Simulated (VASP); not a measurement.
## Ca: relaxation of cell and atoms with PBEsol

Crystal: Ca.

```xyz
1
Lattice="0.0000 2.7942 2.7942 2.7942 0.0000 2.7942 2.7942 2.7942 0.0000" Properties=species:S:1:pos:R:3 pbc="T T T"
Ca    0.0000    0.0000    0.0000
```

```yaml
Program: VASP 6.6.1
Task: relaxation of cell and atoms
Functional: PBEsol
Potentials_or_basis: VASP PAW PBE potentials, release 64 (Ca_sv)
Cutoff: 600 eV
k_mesh: 13 × 13 × 13
Occupations: fermi-dirac, width 0.02 eV
Spin: no spin polarisation
Dipole_correction: no
Further_INCAR_settings: ALGO = Normal; EDIFF = 1e-06; IBRION = 2; EDIFFG = -0.02; NSW = 80; ISIF = 3
```

```json
{
  "Relaxed volume": "40.61 Å³/atom",
  "Relaxed cell": "a = 3.858 Å, b = 3.858 Å, c = 3.858 Å, α = 60.00°, β = 60.00°, γ = 60.00°",
  "Space group after relaxing (to 0.05 Å)": "Fm-3m (No. 225)",
  "Energy gained by relaxing": "11.1 meV/atom",
  "Ionic steps": "3",
  "Pressure after relaxing": "0.0 GPa",
  "Band gap on the k mesh": "zero (band 5 reaches 2.14 eV, above the bottom of band 6 at 1.94 eV)"
}
```

Step by step:
| step | energy change (eV) | largest force (eV/Å) | pressure (GPa) | volume (Å³) |
| --- | --- | --- | --- | --- |
| 1 | 0.0000 | 0.0000 | -1.15 | 43.63 |
| 2 | -0.0097 | 0.0000 | -0.43 | 41.68 |
| 3 | -0.0111 | 0.0000 | 0.02 | 40.61 |

Final structure:
```
Ca
1.0
     0.00000    2.72809    2.72809
     2.72809    0.00000    2.72809
     2.72809    2.72809    0.00000
Ca
1
Direct
  0.00000 0.00000 0.00000
```

Levels at points of the mesh, in eV from the Fermi level:
```tsv
k point	band 3	band 4	band 5	band 6	band 7	band 8
(0.00, 0.00, 0.00)	-22.74	-22.74	-4.10	2.37	2.37	2.37
```

Run time: 67 s on 1 thread of AMD EPYC 7R13 Processor (Zen 3), on a shared host, peak memory 0.18 GiB.

Caveat: the PAW data sets were made with another functional, which shifts forces and pressure a little.
